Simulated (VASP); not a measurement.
Wanted: the native input for a VASP 6.6.1 run.

* Task: single point
* Functional: PBE
* Potentials or basis: VASP PAW PBE potentials, release 64 (Ga_d, La, N)
* Cutoff: 520 eV
* k mesh: 4 × 8 × 4
* Occupations: fermi-dirac, width 0.02 eV
* Spin: no spin polarisation
* Dipole correction: no
* Further INCAR settings: ALGO = Normal; EDIFF = 1e-07; NBANDS = 45

The structure of LaGa3N4 lies in POSCAR:

```
LaGa3N4
1.0
    5.4757995649      0.0000000000      0.0671167273
    0.0000000000      3.3968694686      0.0000000000
    0.0711877414      0.0000000000      6.0458720263
Ga La N
3 1 4
Direct
    0.0001426239      0.0000000000      0.6807195101
   -0.0062914238      0.5000000000      0.1528621107
    0.5137165757      0.5000000000      0.8350771081
    0.5063648911      0.0000000000      0.3389728906
    0.6436696753      0.0000000000      0.7062619115
    0.6451705162      0.5000000000      0.1228697135
    0.1411139186      0.5000000000      0.8286216645
    0.0561132229      0.0000000000      0.3346150910
```

The input as run:

INCAR

```
SYSTEM = LaGa3N4
  PREC = Accurate
  ENCUT = 520
  EDIFF = 1E-7
  ISMEAR = -1
  SIGMA = 0.02
  LREAL = .False.
  LASPH = .True.
  NELM = 80
  ALGO = Normal
  ISIF = 2
  LWAVE = .False.
  LCHARG = .False.
  GGA = PE
  NBANDS = 45
```

KPOINTS

```
regular mesh
0
Gamma
  4 8 4
  0 0 0
```

Potentials or basis: VASP PAW PBE potentials, release 64 (Ga_d, La, N).

Launch:

```bash
$ cat potpaw_PBE.64/Ga_d/POTCAR potpaw_PBE.64/La/POTCAR potpaw_PBE.64/N/POTCAR > POTCAR
$ mpirun -np 1 vasp_std > vasp.out
```

Results of the run:

* Pressure: 0.1 GPa
* Largest force: 0.026 eV/Å
* Band gap on the k mesh: 0.25 eV (least direct gap 0.99 eV)

Caveat: spin-orbit coupling is left out, which moves the levels of the heavy elements.

It took 3.3 min on 1 thread of Intel(R) Xeon(R) 6975P-C (Granite Rapids), on a shared host, peak memory 0.39 GiB.
